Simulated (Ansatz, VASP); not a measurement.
BN: VASP beside Ansatz

```
CELL_PARAMETERS angstrom
2.50058 0.00000 0.00000
-1.25029 2.20628 0.00000
0.00000 0.00000 6.52364
ATOMIC_POSITIONS crystal
B 0.33034 0.66068 0.25000
B 0.66966 0.33932 0.75000
N 0.33738 0.67476 0.75000
N 0.66262 0.32524 0.25000
```

Change from the starting cell: uniaxial_y strain +1.9%.

Alike in both runs: task single point; functional r2SCAN; k mesh 12 × 12 × 4; no spin polarisation.

|  | VASP | Ansatz |
| --- | --- | --- |
| version | VASP 6.6.1 | Ansatz 0.2.0 |
| potentials or method | VASP PAW PBE potentials, release 64 (B, N) | plane waves, PAW |
| plane-wave cutoff (eV) | 520 | 500 |
| occupations | gaussian, width 0.01 eV | fixed |
| valence electrons in the cell | 16 | 16 |

VASP gave:

| Item | Value |
| --- | --- |
| gap on the k mesh at the Fermi level (eV) | 4.71 |
| pressure (GPa) | -5.7 |
| traceless stress, the component that is largest in VASP (GPa) | -10.10 |

Task: Estimate Ansatz's values.

Result: gap on the k mesh at the Fermi level (eV): 4.67; pressure (GPa): -6.1; traceless stress, the component that is largest in VASP (GPa): -10.43.

VASP's potentials were made for PBE, not for r2SCAN.
